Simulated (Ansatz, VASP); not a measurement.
Ni: VASP beside Ansatz

The input INCAR:

```
PREC = Accurate
ENCUT = 520
EDIFF = 1E-8
ISMEAR = -1
SIGMA = 0.05
LREAL = F
LASPH = T
NELM = 150
ALGO = Normal
ISIF = 2
LWAVE = F
LCHARG = F
ISPIN = 2
MAGMOM = 1.5 1.5
LORBIT = 11
LMAXMIX = 4
GGA = PE
LEFG = T
NBANDS = 21
```

Contents of KPOINTS:

```
Automatic mesh
0
Gamma
  15 15 8
```

Contents of POSCAR:

```
Ni
1.0
    2.4431058291      0.0000000000      0.0000000000
   -1.2215529145      2.1157917121      0.0000000000
    0.0000000000      0.0000000000      4.0159058524
Ni
2
Direct
    0.3333333333      0.6666666667      0.2500000000
    0.6666666667      0.3333333333      0.7500000000
```

Input for Ansatz:

```yaml
crystal:
  lattice:
    - [2.4431058291, 0.0, 0.0]
    - [-1.2215529145, 2.1157917121, 0.0]
    - [0.0, 0.0, 4.0159058524]
  atoms:
    - { symbol: Ni, position: [0.3333333333, 0.6666666667, 0.25], spin: 1.5 }
    - { symbol: Ni, position: [0.6666666667, 0.3333333333, 0.75], spin: 1.5 }
magnetization:
  spin_polarized: true
kpoints:
  mp_grid: { grid: [15, 15, 8] }
scf:
  occupations: { method: fermi_dirac, width: 0.05 }
hamiltonian:
  xc: pbe
  pseudopotentials: { kind: paw }
output:
  forces: true
  stress: true
  eigenvalues: true
  efg: { contact_densities: true }
```

Change from the starting cell: volume scaled by 0.95, PAW files.

Alike in both runs: task electric field gradients; functional PBE; k mesh 15 × 15 × 8; occupations fermi-dirac, width 0.05 eV; collinear spin.

```csv
,VASP,Ansatz
version,VASP 6.6.1,Ansatz 0.2.0
potentials or method,"VASP PAW PBE potentials, release 64 (Ni)","PAW with Ansatz's default frozen-core files, scalar-relativistic"
plane-wave cutoff (eV),520,420
valence electrons in the cell,20,36
```

|  | VASP | Ansatz | Ansatz less VASP |
| --- | --- | --- | --- |
| pressure (GPa) | 11.3 | 11.5 | +0.23 |
| traceless stress, the component that is largest in VASP (GPa) | -0.18 | -0.10 | +0.078 |
| net moment per atom (μB) | 0.64 | 0.65 | +0.008 |
| size of the moment on the site where the two differ most (μB) | 0.65 | 0.68 | +0.037 |
| size of Vzz on the site where it differs most (V/Å²) | 2.8 | 3.3 | +0.45 |

Site moments also hang on the region over which each program counts them. VASP's potentials hold 20 valence electrons a cell and Ansatz's 36, so a difference there can come from the potentials and not from the codes.
